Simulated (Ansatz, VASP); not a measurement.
Ti: VASP beside Ansatz

```
CELL_PARAMETERS angstrom
0.00000 2.05591 2.05591
2.05591 0.00000 2.05591
2.05591 2.05591 0.00000
ATOMIC_POSITIONS crystal
Ti 0.50000 0.50000 0.50000
```

Alike in both runs: functional r2SCAN; k mesh 8 × 8 × 8; occupations gaussian, width 0.1 eV; no spin polarisation.

Ansatz relaxed the structure, and its values are those at the end. VASP's run is a single point on that final structure, the one shown.

|  | VASP | Ansatz |
| --- | --- | --- |
| version | VASP 6.6.1 | Ansatz 0.2.0 |
| potentials or method | VASP PAW PBE potentials, release 64 (Ti_sv), cutoff 520 eV | scalar-relativistic, plane waves, PAW |
| valence electrons in the cell | 12 | 12 |

VASP gave:

* gap on the k mesh at the Fermi level (eV): none
* pressure (GPa): 0.5

Q: What did Ansatz give for the same quantities?

A: gap on the k mesh at the Fermi level (eV): none; pressure (GPa): 0.1.

VASP's potentials were made for PBE, not for r2SCAN. A gap of «none» marks a metal or a gap that the smearing closes.
